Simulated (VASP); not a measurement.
# Ba (Im-3m) in VASP: settings compared, part 2 of 2

VASP 6.6.1. The steps go on from the part before.

### 4 Single point, PBE

INCAR reads:

```
SYSTEM = Ba
PREC = Accurate
ENCUT = 520
EDIFF = 1E-6
ISMEAR = -1
SIGMA = 0.6
LREAL = .False.
LASPH = .True.
NELM = 100
ALGO = Normal
ISIF = 2
LWAVE = .False.
LCHARG = .True.
GGA = PE
LELF = .True.
LVHAR = .True.
NBANDS = 11
```

KPOINTS reads:

```
Automatic mesh
0
Gamma
  9 9 9
  0 0 0
```

POSCAR reads:

```
Ba
1.0
   -2.5124914082      2.5124914082      2.5124914082
    2.5124914082     -2.5124914082      2.5124914082
    2.5124914082      2.5124914082     -2.5124914082
Ba
1
Direct
    0.0000000000      0.0000000000      0.0000000000
```

Potentials or basis: VASP PAW PBE potentials, release 64 (Ba_sv).

The run is started by

```sh
cat potpaw_PBE.64/Ba_sv/POTCAR > POTCAR
mpirun -np 1 vasp_std > vasp.out
```

OUTCAR:

```text
SYSTEM = Ba
   PREC = Accurate
   ENCUT = 520
   EDIFF = 1E-6
   ISMEAR = -1
   LREAL = .False.
   LASPH = .True.
   NELM = 100
   ISIF = 2
   GGA = PE

 ion  position               nearest neighbor table
   1  0.000  0.000  0.000-

  LATTYP: Found a body centered cubic cell.
 ALAT       =     5.0249828164

  Lattice vectors:

 A1 = (  -2.5124914082,   2.5124914082,   2.5124914082)
 A2 = (   2.5124914082,  -2.5124914082,   2.5124914082)
 A3 = (   2.5124914082,   2.5124914082,  -2.5124914082)

Analysis of symmetry for initial positions (statically):
=====================================================================
 Subroutine PRICEL returns:
 Original cell was already a primitive cell.

 Routine SETGRP: Setting up the symmetry group for a
 body centered cubic supercell.

 Subroutine GETGRP returns: Found 48 space group operations
 (whereof 48 operations were pure point group operations)
 out of a pool of 48 trial point group operations.

The static configuration has the point symmetry O_h .

Analysis of symmetry for dynamics (positions and initial velocities):
=====================================================================
 Subroutine PRICEL returns:
 Original cell was already a primitive cell.

 Routine SETGRP: Setting up the symmetry group for a
 body centered cubic supercell.

 Subroutine GETGRP returns: Found 48 space group operations
 (whereof 48 operations were pure point group operations)
 out of a pool of 48 trial point group operations.

The dynamic configuration has the point symmetry O_h .

 Subroutine INISYM returns: Found 48 space group operations
 (whereof 48 operations are pure point group operations),
 and found     1 'primitive' translations

----------------------------------------------------------------------------------------

                                     Primitive cell

  volume of cell :      63.4415

  direct lattice vectors                    reciprocal lattice vectors
    -2.512491408  2.512491408  2.512491408     0.000000000  0.199005656  0.199005656
     2.512491408 -2.512491408  2.512491408     0.199005656  0.000000000  0.199005656
     2.512491408  2.512491408 -2.512491408     0.199005656  0.199005656  0.000000000

  length of vectors
     4.351762773  4.351762773  4.351762773     0.281436497  0.281436497  0.281436497

  position of ions in fractional coordinates (direct lattice)
     0.000000000  0.000000000  0.000000000

  ion indices of the primitive-cell ions
   primitive index   ion index
                 1           1

----------------------------------------------------------------------------------------

 KPOINTS: Automatic mesh

Automatic generation of k-mesh.
 Grid dimensions read from file:
 generate k-points for:    9    9    9

 Generating k-lattice:

  Cartesian coordinates                     Fractional coordinates (reciprocal lattice)
     0.000000000  0.022111740  0.022111740     0.111111111  0.000000000  0.000000000
     0.022111740  0.000000000  0.022111740     0.000000000  0.111111111  0.000000000
     0.022111740  0.022111740  0.000000000     0.000000000  0.000000000  0.111111111

  Length of vectors
     0.031270722  0.031270722  0.031270722

  Shift w.r.t. Gamma in fractional coordinates (k-lattice)
     0.000000000  0.000000000  0.000000000

 Subroutine IBZKPT returns following result:
 ===========================================

 Found     35 irreducible k-points:

 Following reciprocal coordinates:
            Coordinates               Weight
  0.000000  0.000000  0.000000      1.000000
  0.111111  0.000000  0.000000     12.000000
  0.222222  0.000000  0.000000     12.000000
  0.333333  0.000000  0.000000     12.000000
  0.444444  0.000000  0.000000     12.000000
  0.111111  0.111111  0.000000     24.000000
[... 16 lines left out ...]
 -0.333333  0.444444  0.111111     48.000000
 -0.444444 -0.444444  0.111111     24.000000
 [... further k-points ...]
   k-points           NKPTS =     35   k-points in BZ     NKDIM =     35   number of bands    NBANDS=     11
   number of dos      NEDOS =    301   number of ions     NIONS =      1
   total plane-waves  NPLWV =  32768
   dimension x,y,z NGX =    32 NGY =   32 NGZ =   32
   dimension x,y,z NGXF=    64 NGYF=   64 NGZF=   64
   ions per type =               1
   NGX,Y,Z   is equivalent  to a cutoff of  12.22, 12.22, 12.22 a.u.
   NGXF,Y,Z  is equivalent  to a cutoff of  24.45, 24.45, 24.45 a.u.
 SYSTEM =  Ba
   PREC   = accura    normal or accurate (medium, high low for compatibility)
   ISTART =      0    job   : 0-new  1-cont  2-samecut
   ICHARG =      2    charge: 1-file 2-atom 10-const
   ISPIN  =      1    spin polarized calculation?
   LNONCOLLINEAR =      F non collinear calculations
   LSORBIT =      F    spin-orbit coupling
   LASPH  =      T    aspherical Exc in radial PAW
   ENCUT  =  520.0 eV  38.22 Ry    6.18 a.u.   8.09  8.09  8.09*2*pi/ulx,y,z
   NELM   =    100;   NELMIN=  2; NELMDL= -5     # of ELM steps
   EDIFF  = 0.1E-05   stopping-criterion for ELM
   LREAL  =      F    real-space projection
   EDIFFG = 0.1E-04   stopping-criterion for IOM
   NSW    =      0    number of steps for IOM
   IBRION =     -1    ionic relax: 0-MD 1-quasi-New 2-CG
   NFREE  =      0    steps in history (QN), initial steepest desc. (CG)
   ISIF   =      2    stress and relaxation
   ISYM   =      2    0-nonsym 1-usesym 2-fastsym
   POTIM  = 0.5000    time-step for ionic-motion
   TEBEG  =    0.0;   TEEND  =   0.0 temperature during run
   PSTRESS=    0.0 pullay stress
   NELECT =      10.0000    total number of electrons
   NUPDOWN=      -1.0000    fix difference up-down
   EMIN   =  10.00;   EMAX   =-10.00  energy-range for DOS
   EFERMI =   0.00;   METHOD = LEGACY
   ISMEAR =    -1;   SIGMA  =   0.60  broadening in eV -4-tet -1-fermi 0-gaus
   EFERMI_NEDOS =   21; number of points for ismear=-14 and -15
   IALGO  =     38    algorithm
   IMIX   =      4    mixing-type and parameters
     AMIX     =   0.40;   BMIX     =  1.00
     AMIX_MAG =   1.60;   BMIX_MAG =  1.00
  volume/ion in A,a.u.               =      63.44       428.12
  Fermi-wavevector in a.u.,A,eV,Ry     =   0.884335  1.671151 10.640419  0.782049
  Thomas-Fermi vector in A             =   2.005222
   LORBIT       =      0    0 simple, 1 ext, 2 COOP (PROOUT), +10 PAW based schemes
   GGA     = PE    functional components
   LHFCALC =     F    Hartree Fock is set to
   AEXX    =    0.0000 exact exchange contribution
   IVDW    =     0    specifies the selected vdW correction
   LEPSILON=     F    determine dielectric tensor
   LRPA    =     F    only Hartree local field effects (RPA)
 non-spin polarized calculation
  energy-cutoff  :      520.00
  volume of cell :       63.44
 maximum number of plane-waves:      1730
   NGX = 17   NGY = 17   NGZ = 17

 number of electron      10.0000000 magnetization

 Free energy of the ion-electron system (eV)
  ---------------------------------------------------
  ext. energy  EPLUGINS =         0.00000000
  ---------------------------------------------------
  free energy    TOTEN  =        -2.84579716 eV

  energy without entropy =       -1.12121734  energy(sigma->0) =       -1.98350725

 E-fermi :   1.4514     XC(G=0):  -7.3569

 val. band max:        1.4003406747   @ k =  -0.4444   0.4444   0.3333
 cond. band min:       1.4644719947   @ k =  -0.3333   0.4444   0.2222
 fundamental gap:      0.0641313200
 Fermi energy:         1.4513918895

 k-point     1 :       0.0000    0.0000    0.0000
  band No.  band energies     occupation
      1     -27.1201      2.00000
      2     -12.0938      2.00000
      3     -12.0938      2.00000
      4     -12.0938      2.00000
      5      -1.0988      1.97188
      6       3.4993      0.06377
      7       3.4993      0.06377
      8       3.4993      0.06377
      9       4.9110      0.00624
     10       4.9110      0.00624
     11       8.5508      0.00001
[... 309 lines left out ...]
 k-point    24 :      -0.4444   -0.4444    0.1111
  band No.  band energies     occupation
      1     -27.0697      2.00000
      2     -12.5042      2.00000
      3     -12.3107      2.00000
      4     -12.1668      2.00000
      5       1.3027      1.12328
      6       2.2731      0.40541
      7       2.6126      0.25232
      8       4.1300      0.02276
      9       5.6350      0.00187
     10       7.0955      0.00016
     11       7.4597      0.00009

 [... further k-points ...]

------------------------ aborting loop because EDIFF is reached ----------------------------------------

  FORCE on cell =-STRESS in cart. coord.  units (eV):
  Direction    XX          YY          ZZ          XY          YZ          ZX
  --------------------------------------------------------------------------------------
  -------------------------------------------------------------------------------------
  Total        0.3493111      0.3493111      0.3493111     -0.0000000     -0.0000000      0.0000000
  in kB        8.8216370      8.8216370      8.8216370     -0.0000000     -0.0000000      0.0000000
  external PRESSURE =       8.8216370 kB  Pullay stress =       0.0000000 kB

 VOLUME and BASIS-vectors are now :
 -----------------------------------------------------------------------------
  energy-cutoff  :      520.00
  volume of cell :       63.44
      direct lattice vectors                 reciprocal lattice vectors
    -2.512491408  2.512491408  2.512491408     0.000000000  0.199005656  0.199005656
     2.512491408 -2.512491408  2.512491408     0.199005656  0.000000000  0.199005656
     2.512491408  2.512491408 -2.512491408     0.199005656  0.199005656  0.000000000

 POSITION                                       TOTAL-FORCE (eV/Angst)
 -----------------------------------------------------------------------------------
      0.00000      0.00000      0.00000         0.000000     -0.000000      0.000000
 -----------------------------------------------------------------------------------
    total drift:                                0.000000     -0.000000     -0.000000

  FREE ENERGIE OF THE ION-ELECTRON SYSTEM (eV)
  ---------------------------------------------------
  free  energy   TOTEN  =        -2.8457971621 eV

  energy  without entropy=       -1.1212173435  energy(sigma->0) =       -1.98350725
```

OSZICAR:

```text
N       E                     dE             d eps       ncg     rms          rms(c)
DAV:   1     0.533280251447E+02    0.53328E+02   -0.43186E+03   770   0.756E+02
DAV:   2    -0.329387125209E-01   -0.53361E+02   -0.51728E+02   918   0.135E+02
DAV:   3    -0.276498742171E+01   -0.27320E+01   -0.27103E+01   971   0.321E+01
DAV:   4    -0.284927904121E+01   -0.84292E-01   -0.84090E-01  1043   0.494E+00
DAV:   5    -0.285094628418E+01   -0.16672E-02   -0.16668E-02  1039   0.553E-01    0.183E+00
DAV:   6    -0.284677830959E+01    0.41680E-02   -0.54308E-03   906   0.661E-01    0.110E+00
DAV:   7    -0.284572389594E+01    0.10544E-02   -0.11711E-02   854   0.116E+00    0.589E-02
DAV:   8    -0.284577577902E+01   -0.51883E-04   -0.35624E-04   935   0.156E-01    0.204E-02
DAV:   9    -0.284579010899E+01   -0.14330E-04   -0.14923E-05  1063   0.229E-02    0.804E-03
DAV:  10    -0.284579743712E+01   -0.73281E-05   -0.87302E-06   899   0.261E-02    0.325E-03
DAV:  11    -0.284579716214E+01    0.27497E-06   -0.40231E-07   541   0.507E-03
   1 F= -.28457972E+01 E0= -.19835073E+01  d E =-.172458E+01
```

stdout:

```text
POSCAR found type information on POSCAR Ba
 POSCAR found :  1 types and       1 ions
 scaLAPACK will be used
 LDA part: xc-table for (Slater+PW92), standard interpolation
 POSCAR, INCAR and KPOINTS ok, starting setup
 FFT: planning ... GRIDC
 FFT: planning ... GRID_SOFT
 FFT: planning ... GRID
 WAVECAR not read
 entering main loop
```

Run time: 30 s. Hardware: 1 thread of AMD EPYC 7R13, shared host; peak memory 0.15 GiB.

What came out:

```yaml
Free_energy: -2.8458 eV
Pressure: 0.9 GPa
Band_gap_on_the_k_mesh: zero (bands 5 and 6 overlap by 0.90 eV)
```

Levels at points of the mesh, in eV from the Fermi level:
```tsv
k point	band 1	band 2	band 3	band 4	band 5	band 6	band 7	band 8	band 9	band 10
(0.00, 0.00, 0.00)	-28.57	-13.55	-13.55	-13.55	-2.55	2.05	2.05	2.05	3.46	3.46
```

Caveat: so wide a smearing shifts energies and pressures; spin-orbit coupling is left out, which moves the levels of the heavy elements.

### 5 Single point, PBE

INCAR reads:

```
ALGO     = Normal         # electronic algorithm
EDIFF    = 1E-6           # SCF threshold, eV
ENCUT    = 520            # plane-wave cutoff, eV
GGA      = PE             # functional
ISIF     = 2              # what is computed and relaxed
ISMEAR   = -1             # smearing method
LASPH    = T              # aspherical terms in the spheres
LCHARG   = F              # write CHGCAR
LREAL    = F              # projectors in reciprocal space
LWAVE    = F              # write WAVECAR
NBANDS   = 11             # bands
NELM     = 60             # most SCF steps
PREC     = Accurate       # precision mode
SIGMA    = 1.0            # smearing width, eV
```

KPOINTS reads:

```
k-points
0
Gamma
  9 9 9
```

POSCAR is that of step 4.

The run is started by

```sh
cat potpaw_PBE.64/Ba_sv/POTCAR > POTCAR
mpirun -np 1 vasp_std > vasp.out
```

It took 27 s on 1 thread of AMD EPYC 7R13, shared host; peak memory 0.15 GiB.

The run converged. Its results:

```yaml
Free_energy: -4.1950 eV
Pressure: 1.7 GPa
Band_gap_on_the_k_mesh: zero (bands 5 and 6 overlap by 0.90 eV)
```

Levels at points of the mesh, in eV from the Fermi level:
| k point | band 1 | band 2 | band 3 | band 4 | band 5 | band 6 | band 7 | band 8 | band 9 | band 10 |
| --- | --- | --- | --- | --- | --- | --- | --- | --- | --- | --- |
| (0.00, 0.00, 0.00) | -28.13 | -13.12 | -13.12 | -13.12 | -2.22 | 2.41 | 2.41 | 2.41 | 3.82 | 3.82 |

Caveat: so wide a smearing shifts energies and pressures; spin-orbit coupling is left out, which moves the levels of the heavy elements.

### 6 Single point, PBE

INCAR reads:

```
PREC = Accurate
ENCUT = 520
EDIFF = 1E-6
ISMEAR = 0
SIGMA = 0.01
LREAL = False
LASPH = True
NELM = 60
ALGO = Normal
ISIF = 2
LWAVE = False
LCHARG = True
GGA = PE
LELF = True
LVHAR = True
NBANDS = 11
```

KPOINTS reads:

```
Automatic mesh
0
Gamma
  9 9 9
```

POSCAR is that of step 5.

Potentials or basis: VASP PAW PBE potentials, release 64 (Ba_sv).

The run is started by

```sh
cat potpaw_PBE.64/Ba_sv/POTCAR > POTCAR
mpirun -np 1 vasp_std > vasp.out
```

It took 28 s on 1 thread of AMD EPYC 7R13, shared host; peak memory 0.15 GiB.

It converged, with:

```
Free energy            : -1.9052 eV
Pressure               : 0.1 GPa
Band gap on the k mesh : zero (bands 5 and 6 overlap by 0.91 eV)
```

Levels at points of the mesh, in eV from the Fermi level:
| k point | band 1 | band 2 | band 3 | band 4 | band 5 | band 6 | band 7 | band 8 | band 9 | band 10 |
| --- | --- | --- | --- | --- | --- | --- | --- | --- | --- | --- |
| (0.00, 0.00, 0.00) | -28.95 | -13.90 | -13.90 | -13.90 | -2.80 | 1.77 | 1.77 | 1.77 | 3.17 | 3.17 |

Caveat: spin-orbit coupling is left out, which moves the levels of the heavy elements.

### 7 The runs side by side

```csv
level,k mesh,smearing,grid for exact exchange (PRECFOCK),share of exact exchange,screening parameter,gap on the mesh (eV),pressure (GPa)
PBE0,5 × 5 × 5,fermi-dirac 0.1 eV,Normal,0.25,-,none,0.2
HSE06,5 × 5 × 5,fermi-dirac 0.1 eV,Normal,0.25,0.2079 1/Å,none,0.4
PBE,9 × 9 × 9,fermi-dirac 0.6 eV,-,-,-,none,0.9
PBE,9 × 9 × 9,fermi-dirac 1 eV,-,-,-,none,1.7
PBE,9 × 9 × 9,gaussian 0.01 eV,-,-,-,none,0.1
```

Alike in all rows: task single point; potentials or basis VASP PAW PBE potentials, release 64 (Ba_sv); no spin polarisation; cell as given; cutoff (eV) 520.

The pressure there spans 0.1 GPa (PBE) to 1.7 GPa (PBE); a positive pressure means that this level wants a larger cell, a negative one a smaller.

Caveats: spin-orbit coupling is left out, which moves the levels of the heavy elements; the PAW data sets were made with another functional, which shifts forces and pressure a little (at least some runs); so wide a smearing shifts energies and pressures (at least some runs).

Absolute energies hang on the potentials; compare differences alone.
